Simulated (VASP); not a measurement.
# Si62P (a cell with a defect) in VASP: notebook

Si62P (a cell with a defect) is run at these levels: LDA; tasks: single point.

Program: VASP 6.6.1. These are calculated values, not measurements. Logs are shortened: lines on timing, memory, paths and dates and some standing lists are left out, and cuts for length are marked.

### Step 1. The cell of the first run

The cell holds a defect, 63 atoms: a = 10.860 Å, b = 10.860 Å, c = 10.860 Å, α = 90.00°, β = 90.00°, γ = 90.00°.

### Step 2. Single point, LDA, collinear spin, zero start

The input, INCAR:

```
SYSTEM = Si62P
ALGO     = Normal         ! electronic algorithm
EDIFF    = 1E-6           ! SCF threshold, eV
ENCUT    = 520            ! plane-wave cutoff, eV
ISIF     = 2              ! what is computed and relaxed
ISMEAR   = 0              ! smearing method
ISPIN    = 2              ! spin polarisation
LASPH    = .True.         ! aspherical terms in the spheres
LCHARG   = .False.        ! write CHGCAR
LORBIT   = 11             ! projections on sites
LREAL    = Auto         
LWAVE    = .False.        ! write WAVECAR
MAGMOM   = 0 0 0 0 0 0 0 0 0 0 0 0 0 0 0 0 0 0 0 0 0 0 0 0 0 0 0 0 0 0 0 0 0 0 0 0 0 0 0 0 0 0 0 0 0 0 0 0 0 0 0 0 0 0 0 0 0 0 0 0 0 0 0 ! initial moments
NBANDS   = 168            ! bands
NELECT   = 251.0        
NELM     = 150            ! most SCF steps
PREC     = Accurate       ! precision mode
SIGMA    = 0.05           ! smearing width, eV
```

The input, KPOINTS:

```
k-points
0
Gamma
  1 1 1
  0 0 0
```

The input, POSCAR:

```
Si62P
1.0
   10.8600000000      0.0000000000      0.0000000000
    0.0000000000     10.8600000000      0.0000000000
    0.0000000000      0.0000000000     10.8600000000
Si P
62 1
Direct
    0.5015696133      0.0038507366      0.0001287293
    0.6258290055      0.1322989871      0.1239583794
    0.8673037753      0.3736559853      0.1240027624
    0.7496866483      0.0038571823      0.2481882136
    0.8746110497      0.1248781768      0.3752818600
    0.0044198895     -0.0047810313     -0.0005894107
    0.1220431860      0.1265897790      0.1223987109
    0.2496815838      0.2502381215      0.0005424494
    0.3731013812      0.3758806630      0.1261972376
    0.4982408840      0.5013540516      0.0033695212
    0.6237459484      0.6265080110      0.1261478821
    0.7493993554      0.7499372928      0.0004903315
    0.8730276243      0.8775917127      0.1223528545
    0.2490220994     -0.0006111418      0.2486967772
    0.3745987109      0.1248244936      0.3753059853
    0.4982070902      0.2530789134      0.2517244015
    0.6237608656      0.3758356354      0.3768388582
    0.7465058932      0.5013742173      0.2516896869
    0.8747664825      0.6249846225      0.3752732044
    0.5011883978     -0.0006896869      0.5008327808
    0.6274614180      0.1265716390      0.6278320442
    0.7494339779      0.2501852670      0.5002540516
    0.8730353591      0.3720953039      0.6278788214
    0.7501894107     -0.0050843462      0.7453163904
   -0.0042902394      0.4979478821      0.0001842541
    0.1229928177      0.6236517495      0.1240905157
    0.2495794659      0.7500288214      0.0014708103
    0.3759438306      0.8765935543      0.1241115101
   -0.0042965009      0.2498180479      0.2482775322
    0.1230111418      0.3737757827      0.3739046961
    0.2479896869      0.5007440147      0.2510205341
    0.3745452118      0.6250139963      0.3753429098
    0.4988448435      0.7515492634      0.2510045120
    0.6257921731      0.8765444751      0.3738776243
    0.0003641805     -0.0008108656      0.4979817680
    0.1259578269      0.1212504604      0.6238918969
    0.2496279006      0.2511994475      0.5003002762
    0.3759981584      0.3738018416      0.6269167587
    0.4988821363      0.5007106814      0.5018794659
    0.6258174954      0.6235787293      0.6268814917
    0.7484113260      0.7499624309      0.5002675875
    0.8783204420      0.8735942910      0.6239269797
    0.2518353591     -0.0008546041      0.7494596685
    0.3744886740      0.1248856354      0.8752238490
    0.5015816759      0.2497682320      0.7541937385
    0.6258867403      0.3735694291      0.8825971455
    0.7496895948      0.4978613260      0.7541982505
    0.8746138122      0.6249268877      0.8752313076
    0.0001910681      0.7505753223      0.2486644567
    0.1254557090      0.8741132597      0.3733453039
    0.0002405157      0.4983874770      0.5008430939
    0.1254821363      0.6230783610      0.6244093923
    0.2497529466      0.7498162063      0.5000907919
    0.3764924494      0.8740780847      0.6244048803
    0.0046710866      0.2493313076      0.7453715470
    0.1221212707      0.3721717311      0.8769183241
    0.2490767956      0.4984381215      0.7496665746
    0.3746059853      0.6249953039      0.8751820442
    0.5011475138      0.7504716390      0.7496223757
    0.6273886740      0.8774615101      0.8768739411
    0.0003476980      0.7476411602      0.7495110497
    0.1258944751      0.8736126151      0.8715558011
    0.7494827808      0.2500495396      0.0004520258
```

Potentials or basis: VASP PAW LDA potentials, release 64 (Si, P).

On the command line:

```bash
$ cat potpaw_LDA.64/Si/POTCAR potpaw_LDA.64/P/POTCAR > POTCAR
$ mpirun -np 1 vasp_gam > vasp.out
```

OUTCAR:

```text
SYSTEM = Si62P
   EDIFF = 1E-6
   ENCUT = 520
   ISIF = 2
   ISMEAR = 0
   ISPIN = 2
   LASPH = .True.
   LORBIT = 11
   LREAL = Auto
   NELECT = 251.0
   NELM = 150
   PREC = Accurate

 ion  position               nearest neighbor table
   1  0.502  0.004  0.000-  44 2.34  60 2.35   2 2.36  28 2.36
   2  0.626  0.132  0.124-  63 2.29  16 2.36   4 2.36   1 2.36
   3  0.867  0.374  0.124-  63 2.29  18 2.36  29 2.36  25 2.36
   4  0.750  0.004  0.248-   5 2.34  13 2.35   2 2.36  34 2.36
   5  0.875  0.125  0.375-  29 2.34   4 2.34  35 2.35  22 2.35
   6  0.004  0.995  0.999-  62 2.33  13 2.33   7 2.33
   7  0.122  0.127  0.122-   6 2.33   8 2.34  29 2.35  14 2.39
   8  0.250  0.250  0.001-  56 2.34   7 2.34   9 2.35  44 2.35
   9  0.373  0.376  0.126-  16 2.34  10 2.34   8 2.35  31 2.35
  10  0.498  0.501  0.003-  11 2.34   9 2.34  58 2.35  46 2.36
  11  0.624  0.627  0.126-  18 2.34  10 2.34  12 2.35  33 2.35
  12  0.749  0.750  0.000-  60 2.34  13 2.34  11 2.35  48 2.35
[... 40 lines left out ...]
  53  0.250  0.750  0.500-  32 2.35  54 2.35  52 2.35  50 2.35
  54  0.376  0.874  0.624-  59 2.34  20 2.34  43 2.35  53 2.35
  55  0.005  0.249  0.745-  36 2.33  56 2.33  23 2.33
  56  0.122  0.372  0.877-  55 2.33   8 2.34  25 2.35  57 2.39
  57  0.249  0.498  0.750-  52 2.34  38 2.35  58 2.37  56 2.39
  58  0.375  0.625  0.875-  10 2.35  27 2.36  59 2.37  57 2.37
  59  0.501  0.750  0.750-  54 2.34  40 2.35  58 2.37  60 2.39
  60  0.627  0.877  0.877-  24 2.33  12 2.34   1 2.35  59 2.39
  61  0.000  0.748  0.750-  62 2.34  42 2.34  48 2.35  52 2.35
  62  0.126  0.874  0.872-   6 2.33  61 2.34  43 2.34  27 2.37
  63  0.749  0.250  0.000-   2 2.29  46 2.29   3 2.29

  LATTYP: Found a simple cubic cell.
 ALAT       =    10.8600000000

  Lattice vectors:

 A1 = (  10.8600000000,   0.0000000000,   0.0000000000)
 A2 = (   0.0000000000,  10.8600000000,   0.0000000000)
 A3 = (   0.0000000000,   0.0000000000,  10.8600000000)

Analysis of symmetry for initial positions (statically):
=====================================================================
 Subroutine PRICEL returns:
 Original cell was already a primitive cell.

 Routine SETGRP: Setting up the symmetry group for a
 simple cubic supercell.

 Subroutine GETGRP returns: Found  1 space group operations
 (whereof  1 operations were pure point group operations)
 out of a pool of 48 trial point group operations.

The static configuration has the point symmetry C_1 .

Analysis of symmetry for dynamics (positions and initial velocities):
=====================================================================
 Subroutine PRICEL returns:
 Original cell was already a primitive cell.

 Routine SETGRP: Setting up the symmetry group for a
 simple cubic supercell.

[... 261 lines left out ...]
  free energy    TOTEN  =      -378.17472769 eV

  energy without entropy =     -378.14651822  energy(sigma->0) =     -378.16062295

 E-fermi :   5.8136     XC(G=0):  -9.5069

 val. band max:        5.8136285293   @ k =   0.0000   0.0000   0.0000
 cond. band min:       5.8136330610   @ k =   0.0000   0.0000   0.0000
 fundamental gap:      0.0000045317
 Fermi energy:         5.8136307952

 spin component 1

 k-point     1 :       0.0000    0.0000    0.0000
  band No.  band energies     occupation
      1      -6.4179      1.00000
      2      -5.8618      1.00000
      3      -5.2235      1.00000
      4      -5.2234      1.00000
      5      -5.2193      1.00000
      6      -5.2190      1.00000
[... 129 lines left out ...]
    136       6.6968      0.00000
    137       6.6968      0.00000
 Fermi energy:         5.8136307952

 spin component 2

 k-point     1 :       0.0000    0.0000    0.0000
  band No.  band energies     occupation
      1      -6.4179      1.00000
      2      -5.8618      1.00000
      3      -5.2235      1.00000
      4      -5.2234      1.00000
      5      -5.2193      1.00000
      6      -5.2190      1.00000
[... 129 lines left out ...]
    136       6.6968      0.00000
    137       6.6968      0.00000
 [bands above 137 left out]

------------------------ aborting loop because EDIFF is reached ----------------------------------------

  FORCE on cell =-STRESS in cart. coord.  units (eV):
  Direction    XX          YY          ZZ          XY          YZ          ZX
  --------------------------------------------------------------------------------------
  -------------------------------------------------------------------------------------
  Total      -29.2864501    -29.2918234    -29.2970024     -2.4556811      2.4829942     -2.4738340
  in kB      -36.6342951    -36.6410165    -36.6474949     -3.0718010      3.1059668     -3.0945084
  external PRESSURE =     -36.6409355 kB  Pullay stress =       0.0000000 kB

 VOLUME and BASIS-vectors are now :
 -----------------------------------------------------------------------------
  energy-cutoff  :      520.00
  volume of cell :     1280.82
      direct lattice vectors                 reciprocal lattice vectors
    10.860000000  0.000000000  0.000000000     0.092081031  0.000000000  0.000000000
     0.000000000 10.860000000  0.000000000     0.000000000  0.092081031  0.000000000
     0.000000000  0.000000000 10.860000000     0.000000000  0.000000000  0.092081031

 POSITION                                       TOTAL-FORCE (eV/Angst)
 -----------------------------------------------------------------------------------
      5.44705      0.04182      0.00140        -0.001924      0.000327     -0.000799
      6.79650      1.43677      1.34619        -0.003676     -0.004833      0.006576
      9.41892      4.05790      1.34667        -0.000376      0.005153      0.006478
      8.14160      0.04189      2.69532         0.000110     -0.000319      0.005586
      9.49828      1.35618      4.07556         0.005529      0.000338      0.005401
      0.04800     10.80808     10.85360         0.001715     -0.002950      0.000212
[... 55 lines left out ...]
      1.36721      9.48743      9.46510         0.000599      0.000782      0.000818
      8.13938      2.71554      0.00491         0.002596     -0.003237     -0.006684
 -----------------------------------------------------------------------------------
    total drift:                                0.004574      0.012880     -0.003482

  FREE ENERGIE OF THE ION-ELECTRON SYSTEM (eV)
  ---------------------------------------------------
  free  energy   TOTEN  =      -378.1747276944 eV

  energy  without entropy=     -378.1465182153  energy(sigma->0) =     -378.16062295

 total charge

# of ion       s       p       d       tot
------------------------------------------
    1        0.745   0.955   0.000   1.700
    2        0.744   0.926   0.000   1.670
    3        0.744   0.926   0.000   1.670
    4        0.745   0.955   0.000   1.700
    5        0.743   0.966   0.000   1.709
    6        0.787   0.860   0.000   1.646
[... 55 lines left out ...]
   62        0.747   0.957   0.000   1.704
   63        1.048   1.460   0.000   2.507
--------------------------------------------------
tot         47.471  60.144   0.000 107.615

 magnetization (x)

# of ion       s       p       d       tot
------------------------------------------
    1        0.000   0.000   0.000   0.000
    2        0.000   0.000   0.000   0.000
    3        0.000   0.000   0.000   0.000
    4        0.000   0.000   0.000   0.000
    5       -0.000   0.000   0.000   0.000
    6        0.000   0.000   0.000   0.000
[... 55 lines left out ...]
   62        0.000   0.000   0.000   0.000
   63        0.000   0.000   0.000   0.000
--------------------------------------------------
tot          0.000   0.000   0.000   0.000
```

Wall time 8.2 min (1 thread of Intel Xeon Platinum 8488C (Sapphire Rapids), shared host); peak memory 0.92 GiB.

What came out:

| Item | Value |
| --- | --- |
| Free energy | -378.1747 eV |
| Largest force | 0.012 eV/Å |
| Net moment | 0.00 μB per cell |
| Valence electrons inside the program's atomic spheres | Si 1.70, 1.67, 1.71, 1.65, 1.69 (each value once); P 2.51 |

Forces on the atoms (eV/Å):
```
Si  -0.002  0.000 -0.001
Si  -0.004 -0.005  0.007
Si   0.000  0.005  0.006
Si   0.000  0.000  0.006
Si   0.006  0.000  0.005
Si   0.002 -0.003  0.000
Si   0.008 -0.003  0.003
Si   0.002 -0.001  0.002
Si  -0.008  0.002  0.002
Si  -0.002  0.002  0.002
Si  -0.003  0.008  0.002
Si  -0.003 -0.006  0.002
Si   0.002 -0.009  0.004
Si  -0.001  0.002  0.000
Si   0.003  0.001 -0.002
Si  -0.002  0.001  0.001
Si  -0.003  0.002  0.008
Si   0.001  0.002  0.002
Si   0.002 -0.001 -0.002
Si   0.001  0.004  0.001
Si  -0.004 -0.004 -0.010
Si  -0.005  0.000 -0.002
Si   0.003  0.004 -0.010
Si   0.002  0.002 -0.002
Si   0.001  0.004 -0.002
Si  -0.003 -0.003 -0.004
Si  -0.001 -0.002 -0.003
Si   0.001  0.003 -0.003
Si   0.001 -0.002  0.003
Si  -0.003 -0.004 -0.001
Si   0.003  0.001  0.001
Si   0.004 -0.001 -0.003
Si  -0.002 -0.004  0.002
Si   0.003  0.004  0.000
Si  -0.001 -0.001 -0.001
Si   0.002  0.002 -0.002
Si  -0.001 -0.004  0.000
Si   0.001 -0.005  0.002
Si  -0.002  0.001 -0.003
Si   0.003 -0.003  0.003
Si   0.004  0.000  0.000
Si  -0.001 -0.001 -0.001
Si   0.001  0.001  0.002
Si  -0.005 -0.001 -0.003
Si  -0.002  0.000 -0.001
Si  -0.006  0.006  0.000
Si   0.003  0.007 -0.001
Si   0.005  0.011 -0.003
Si  -0.003  0.001  0.000
Si   0.001 -0.001  0.002
Si  -0.004  0.001  0.001
Si   0.000  0.000  0.000
Si  -0.003 -0.005  0.000
Si   0.000  0.000 -0.003
Si  -0.003 -0.003 -0.001
Si   0.009  0.005 -0.002
Si  -0.001  0.000  0.004
Si   0.003 -0.001 -0.004
Si   0.002  0.002  0.005
Si  -0.004 -0.009 -0.001
Si   0.001 -0.001 -0.001
Si   0.001  0.001  0.001
P    0.003 -0.003 -0.007
```

Levels at points of the mesh, in eV from the Fermi level:
Spin up:
```tsv
k point	band 122	band 123	band 124	band 125	band 126	band 127	band 128	band 129	band 130	band 131
(0.00, 0.00, 0.00)	-1.35	-0.75	-0.47	-0.47	0.00	0.40	0.40	0.47	0.49	0.49
```
Spin down:
| k point | band 123 | band 124 | band 125 | band 126 | band 127 | band 128 | band 129 | band 130 |
| --- | --- | --- | --- | --- | --- | --- | --- | --- |
| (0.00, 0.00, 0.00) | -0.75 | -0.47 | -0.47 | 0.00 | 0.40 | 0.40 | 0.47 | 0.49 |

Caveat: the k points lie up to 0.58 Å⁻¹ apart; the cell carries a net charge on a neutralising background, which shifts energy and pressure; the cell is charged against a uniform background, so pressure and absolute levels hang on convention.

[end of part 1 of 2]
